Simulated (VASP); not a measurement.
Here is a VASP 6.6.1 calculation.

Contents of INCAR:

```
PREC = Accurate ; ENCUT = 520
EDIFF = 1E-6 ; ISMEAR = 0
SIGMA = 0.01 ; LREAL = Auto
LASPH = T ; NELM = 120
ALGO = Normal ; ISIF = 2
LWAVE = F ; LCHARG = F
GGA = PE ; NELECT = 384.0
NBANDS = 247 ; GGA_COMPAT = F
ISYM = -1
```

KPOINTS

```
explicit points
1
Reciprocal
  0.25000000   0.25000000   0.25000000 1
```

Contents of POSCAR:

```
Al48N47F
1.0
    9.3892708211      5.4208981504      0.0000000000
   -9.3892709202      5.4208979788      0.0000000000
    0.0000000000      0.0000000000     10.0348065900
Al N F
48 47 1
Direct
   -0.0004611098      0.1661131657      0.2488369882
    0.1664734193     -0.0002514395      0.2493700798
    0.3316456271      0.3327663378      0.2491113676
    0.0009960890      0.3319658302      0.4997492606
    0.1640883874      0.1646705576      0.4997679956
    0.3313641404     -0.0026772396      0.4997921065
   -0.0005205648      0.1660854051      0.7500118454
    0.1668970593      0.0001589676      0.7502625045
    0.3303279718      0.3329005625      0.7511452726
    0.0003560755      0.3323902626      1.0001693974
    0.1649330039      0.1652006914      1.0000489393
    0.3319221898     -0.0017998224      1.0001113763
    0.0007432933      0.6673122142      0.2490460699
    0.1659364128      0.4994780003      0.2493309024
    0.3328623324      0.8328093505      0.2488785461
    0.0007102477      0.8340122555      0.5009273938
    0.1684164318      0.6668651568      0.4997462130
    0.3315786494      0.4994062728      0.5008818262
    0.0021097287      0.6688950433      0.7512723625
    0.1654463293      0.4994022313      0.7502363778
    0.3328365813      0.8327733600      0.7499854617
    0.0003500274      0.8336244652      1.0003107721
    0.1673904515      0.6664334786      1.0000977031
    0.3319257086      0.4993733015      1.0002493308
    0.4994891308      0.1648770883      0.2490602034
    0.6661621483     -0.0008320349      0.2493764215
    0.8328486284      0.3315730707      0.2490711665
    0.4821418576      0.3153657999      0.5085128255
    0.6660727707      0.1648015887      0.5008749044
    0.8335522100      0.0015995748      0.4997474607
    0.4996290583      0.1635626059      0.7511741810
    0.6661544601     -0.0012863227      0.7502384362
    0.8326205653      0.3299560994      0.7512629094
    0.4932010061      0.3264648134      0.9965245023
    0.6661277560      0.1651759776      1.0002555459
    0.8331357119      0.0006536127      1.0001567349
    0.4983205344      0.6661757883      0.2490487638
    0.6661899869      0.4994893711      0.1983915721
    0.8340661736      0.8340044225      0.2490740419
    0.4987375151      0.8341874210      0.4998031312
    0.6661378669      0.6839995331      0.5087043907
    0.8511048173      0.4994197484      0.5089318665
    0.4967587747      0.6658904702      0.7512210927
    0.6661248225      0.4994200288      0.7559744780
    0.8355844083      0.8353587120      0.7512421545
    0.4991086927      0.8336367637      1.0000636109
    0.6661659450      0.6723862336      0.9964693351
    0.8391173151      0.4994192141      0.9964907630
   -0.0004430288      0.1660945459      0.4396718106
    0.1662524087     -0.0004805367      0.4403524989
    0.3339276765      0.3336525971      0.4406389847
   -0.0006792299      0.3327561161      0.1908896404
    0.1663048225      0.1662086791      0.1908321289
    0.3329234357     -0.0004490426      0.1908459931
   -0.0004913871      0.1661398836      0.9403938933
    0.1663848654     -0.0003538541      0.9406983487
    0.3313772647      0.3325046364      0.9404381352
   -0.0008386793      0.3327113836      0.6898317998
    0.1663428114      0.1662980053      0.6899235219
    0.3330457560     -0.0003470677      0.6898772509
   -0.0015636559      0.6659113869      0.4405858572
    0.1660548814      0.4994611862      0.4403754975
    0.3328842102      0.8328695511      0.4397044188
   -0.0007375451      0.8325279965      0.1910983360
    0.1659842790      0.6660670224      0.1909012336
    0.3329658997      0.4993872623      0.1910928985
    0.0010313088      0.6673651156      0.9405213974
    0.1659623376      0.4994606726      0.9407314119
    0.3328452559      0.8328009037      0.9403687561
   -0.0001295381      0.8331290564      0.6905792064
    0.1658462117      0.6660665245      0.6898749136
    0.3323437872      0.4993744082      0.6905900663
    0.5003921659      0.1672009587      0.4406043739
    0.6661756895     -0.0006628710      0.4403711549
    0.8319013541      0.3329187837      0.4405670660
    0.4973825512      0.3306460978      0.1894851429
    0.6661338492      0.1662323541      0.1910857803
    0.8327765438     -0.0007705569      0.1908875567
    0.4992257083      0.1646393229      0.9404830094
    0.6662169796     -0.0007570019      0.9407077347
    0.8331303852      0.3315768997      0.9404937293
    0.5005717186      0.3338249821      0.6931692654
    0.6661034077      0.1656094079      0.6906152299
    0.8327951275     -0.0008966401      0.6898505868
    0.4996647091      0.6652338064      0.4405937701
    0.8326371344      0.8316732222      0.4405898283
    0.4994613331      0.8325841776      0.1908315673
    0.6661015831      0.6681665515      0.1895042200
    0.8348913210      0.4993891444      0.1894371823
    0.4983259175      0.6664084589      0.9404719326
    0.6661949677      0.4994769449      0.9505101796
    0.8340784230      0.8343013037      0.9404882294
    0.4994430803      0.8324443162      0.6898932021
    0.6661350947      0.6649429607      0.6932067847
    0.8316936555      0.4993876572      0.6932854071
    0.6654696654      0.4990633426      0.4542988637
```

Potentials or basis: VASP PAW PBE potentials, release 64 (Al, N, F).

Run with:

```sh
$ cat potpaw_PBE.64/Al/POTCAR potpaw_PBE.64/N/POTCAR potpaw_PBE.64/F/POTCAR > POTCAR
$ mpirun -np 1 vasp_std > vasp.out
```

**Question.** Predict the largest force.

**Answer.** 0.031 eV/Å.

Forces in eV/Å, atoms in the order of the input:
```
Al   0.000 -0.001  0.007
Al   0.000 -0.010  0.003
Al  -0.005 -0.005 -0.002
Al  -0.008 -0.006  0.003
Al   0.001 -0.013  0.009
Al  -0.003 -0.004  0.002
Al  -0.001  0.003  0.001
Al  -0.002 -0.008  0.003
Al  -0.006 -0.003  0.002
Al   0.005  0.005 -0.001
Al  -0.002 -0.007  0.010
Al   0.002 -0.008  0.003
Al  -0.001 -0.006  0.005
Al   0.002 -0.004  0.010
Al   0.000 -0.002  0.003
Al   0.006 -0.007  0.005
Al   0.000 -0.001  0.009
Al  -0.002 -0.001  0.011
Al   0.005 -0.005  0.002
Al  -0.002  0.001  0.006
Al  -0.002  0.001  0.004
Al  -0.002  0.002  0.002
Al   0.003  0.006  0.011
Al  -0.003  0.004  0.006
Al   0.003  0.000  0.003
Al  -0.001  0.001  0.002
Al   0.003 -0.001  0.000
Al  -0.009 -0.026  0.002
Al   0.003  0.006  0.015
Al  -0.005  0.002  0.007
Al   0.002  0.001  0.005
Al   0.002  0.000  0.004
Al   0.001  0.009  0.000
Al  -0.002  0.010 -0.015
Al  -0.002  0.002  0.006
Al   0.002  0.008  0.001
Al  -0.002 -0.010  0.003
Al   0.005 -0.010 -0.029
Al  -0.002 -0.006  0.002
Al  -0.005  0.003  0.003
Al   0.003 -0.007  0.001
Al  -0.018 -0.016 -0.014
Al  -0.005  0.006  0.000
Al   0.004 -0.001 -0.007
Al  -0.001 -0.004 -0.001
Al  -0.003  0.004  0.008
Al   0.008 -0.006 -0.010
Al  -0.014 -0.005 -0.016
N    0.003  0.003 -0.005
N   -0.001  0.006 -0.004
N   -0.004  0.016 -0.006
N    0.000  0.001 -0.002
N    0.001  0.005 -0.004
N   -0.001  0.005 -0.002
N    0.003 -0.003 -0.002
N   -0.001  0.004 -0.002
N    0.006  0.006  0.001
N    0.000 -0.003  0.002
N    0.002  0.008 -0.009
N    0.002  0.003 -0.001
N   -0.008  0.015 -0.003
N    0.005  0.004 -0.010
N    0.003  0.000 -0.005
N    0.000  0.006 -0.004
N    0.001  0.001 -0.010
N    0.003  0.006 -0.007
N   -0.001 -0.009 -0.002
N    0.000 -0.004 -0.007
N   -0.001  0.000 -0.003
N   -0.003  0.006  0.004
N    0.000 -0.002 -0.005
N    0.004  0.001 -0.004
N    0.007  0.010 -0.007
N    0.002 -0.001 -0.005
N    0.011 -0.005  0.002
N    0.000 -0.006  0.021
N   -0.002  0.001 -0.007
N   -0.001  0.000 -0.002
N   -0.001  0.005 -0.002
N   -0.002 -0.006 -0.005
N   -0.003 -0.001  0.001
N    0.001  0.011 -0.003
N   -0.002 -0.002 -0.008
N   -0.001 -0.001 -0.002
N    0.000 -0.009 -0.006
N    0.007  0.010 -0.004
N   -0.001  0.005 -0.002
N   -0.004  0.013  0.016
N    0.005  0.009  0.025
N    0.005 -0.004  0.000
N    0.002 -0.001 -0.004
N    0.002 -0.007  0.002
N    0.005 -0.004 -0.003
N    0.001  0.000  0.000
N   -0.002 -0.001  0.003
F    0.008  0.017 -0.006
```

Caveat: the cell carries a net charge on a neutralising background, which shifts energy and pressure.
